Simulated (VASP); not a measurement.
ZnO: single point with r2SCAN

The system is ZnO.

```
Zn O
1.0
     3.24940    0.00000    0.00000
    -1.62470    2.81406    0.00000
     0.00000    0.00000    5.20380
Zn O
2 2
Direct
  0.33333 0.66667 0.00000
  0.66667 0.33333 0.50000
  0.33333 0.66667 0.40132
  0.66667 0.33333 0.90132
```

This cell differs from its parent crystal: all O atoms moved +0.100 Å, as atom 3 along Cartesian [0 0 1].

```json
{
  "Program": "VASP 6.6.1",
  "Task": "single point",
  "Functional": "r2SCAN",
  "Potentials or basis": "VASP PAW PBE potentials, release 64 (Zn, O)",
  "Cutoff": "520 eV",
  "k mesh": "12 × 12 × 6",
  "Occupations": "gaussian, width 0.05 eV",
  "Spin": "no spin polarisation"
}
```

- Pressure: 0.6 GPa
- Largest force: 0.480 eV/Å
- Band gap on the k mesh: 1.23 eV

Forces in eV/Å, atoms in the order of the input:
```
Zn   0.000  0.000  0.480
Zn   0.000  0.000  0.480
O    0.000  0.000 -0.480
O    0.000  0.000 -0.480
```

Stress tensor (GPa, compression positive):
```
 2.87  0.00  0.00
 0.00  2.87  0.00
 0.00  0.00 -4.08
```

Levels at points of the mesh, in eV from the valence-band top:
| k point | band 16 | band 17 | band 18 | band 19 | band 20 | band 21 |
| --- | --- | --- | --- | --- | --- | --- |
| (0.00, 0.00, 0.00) | -0.30 | 0.00 | 0.00 | 1.23 | 5.69 | 8.75 |
| (0.50, 0.00, 0.00) | -2.30 | -1.24 | -1.12 | 6.40 | 7.34 | 8.17 |
| (0.00, 0.00, 0.50) | -0.32 | -0.32 | -0.32 | 3.89 | 3.89 | 10.65 |
| (0.50, 0.00, 0.50) | -1.68 | -1.33 | -1.33 | 6.24 | 6.24 | 9.15 |

It took 2.9 min on 1 thread of Intel(R) Xeon(R) Platinum 8488C (Sapphire Rapids), with other jobs on the host, peak memory 0.22 GiB.

Caveat: the cell differs from its parent crystal (all O atoms moved +0.100 Å, as atom 3 along Cartesian [0 0 1]); the PAW data sets were made with another functional, which shifts forces and pressure a little.
